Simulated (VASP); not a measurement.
A run of VASP 6.6.1:

Contents of INCAR:

```
SYSTEM = Ga
ALGO = Normal
EDIFF = 1E-6
EDIFFG = -0.005
ENCUT = 600
GGA = PE
IBRION = 2
ISIF = 3
ISMEAR = -1
LASPH = .TRUE.
LCHARG = .FALSE.
LREAL = .FALSE.
LWAVE = .FALSE.
NELM = 80
NSW = 60
PREC = Accurate
PSTRESS = 3300.0
SIGMA = 0.05
```

File KPOINTS:

```
k-points
0
G
  20 20 20
  0 0 0
```

The input POSCAR:

```
Ga
1.0
   -1.9471864750      1.9471864750      1.0709525613
    1.9471864750     -1.9471864750      1.0709525613
    1.9471864750      1.9471864750     -1.0709525613
Ga
2
Direct
   -0.3750000000     -0.1250000000     -0.2500000000
    0.3750000000      0.1250000000      0.2500000000
```

Potentials or basis: VASP PAW PBE potentials, release 64 (Ga_d).

Launch:

```bash
$ cat potpaw_PBE.64/Ga_d/POTCAR > POTCAR
$ mpirun -np 1 vasp_std > vasp.out
```

Hardware: 1 thread of Intel(R) Xeon(R) Platinum 8124M CPU @ 3.00GHz (Skylake/Cascade Lake) (shared host).

Task: How long does it take, and how much memory?

Result: It took 11 min on 1 thread of Intel(R) Xeon(R) Platinum 8124M CPU @ 3.00GHz (Skylake/Cascade Lake), on a shared host, peak memory 0.32 GiB. Counts: scf iterations 71, k points 641, ion steps 11.
